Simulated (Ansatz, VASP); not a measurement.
# Two plane-wave programs on Ta

```xyz
1
Lattice="-1.6513 1.6513 1.5894 1.6513 -1.6513 1.5894 1.6513 1.6513 -1.5894" Properties=species:S:1:pos:R:3 pbc="T T T"
Ta    0.0000    0.0000    0.0000
```

Change from the starting cell: strain -0.0375 x Voigt [0, 0, 1, 0, 0, 0], atoms carried along.

Alike in both runs: task single point; functional PBE; k mesh 20 × 20 × 20; occupations gaussian, width 0.15 eV; no spin polarisation.

|  | VASP | Ansatz |
| --- | --- | --- |
| version | VASP 6.6.1 | Ansatz 0.2.0 |
| potentials or method | VASP PAW PBE potentials, release 64 (Ta_pv), cutoff 520 eV | scalar-relativistic, plane waves, PAW |
| valence electrons in the cell | 11 | 13 |

|  | VASP | Ansatz | Ansatz less VASP |
| --- | --- | --- | --- |
| gap on the k mesh at the Fermi level (eV) | none | none | - |
| pressure (GPa) | 12.0 | 11.8 | -0.20 |
| traceless stress, the component that is largest in VASP (GPa) | 3.30 | 3.31 | +0.012 |

A gap of «none» marks a metal or a gap that the smearing closes. VASP's potentials hold 11 valence electrons a cell and Ansatz's 13, so a difference there can come from the potentials and not from the codes.

Spin-orbit coupling is off throughout.
